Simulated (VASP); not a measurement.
Here is a VASP 6.6.1 calculation.

The input INCAR:

```
ALGO = Normal ; DIPOL = 0.5 0.5 0.360
EDIFF = 1E-7 ; ENCUT = 520
GGA = PE ; IDIPOL = 3
ISIF = 2 ; ISMEAR = 0
IVDW = 12 ; LASPH = True
LCHARG = True ; LDIPOL = True
LELF = True ; LREAL = False
LVACPOTAV = True ; LVHAR = True
LWAVE = False ; NBANDS = 16
NELM = 80 ; PREC = Accurate
SIGMA = 0.1
```

KPOINTS

```
k-points
0
Gamma
  15 15 1
```

Contents of POSCAR:

```
C
1.0
    2.4656524409      0.0000000000      0.0000000000
   -1.2328262205      2.1353176508      0.0000000000
    0.0000000000      0.0000000000     17.5000663883
C
4
Direct
    0.6666666667      0.3333333333      0.2571437784
    0.3333333333      0.6666666667      0.2571418816
    0.6666666667      0.3333333333      0.4634306070
    1.0000000000      0.0000000000      0.4634287102
```

Potentials or basis: VASP PAW PBE potentials, release 64 (C).

Run with:

```sh
$ cat potpaw_PBE.64/C/POTCAR > POTCAR
$ mpirun -np 1 vasp_std > vasp.out
```

Question: Estimate the largest force.

Answer: 0.027 eV/Å.

Question: Estimate the dispersion energy per atom.

Answer: -0.114 eV.

Forces on the atoms (eV/Å):
```
C    0.000  0.000  0.027
C    0.000  0.000  0.015
C    0.000  0.000 -0.027
C    0.000  0.000 -0.015
```
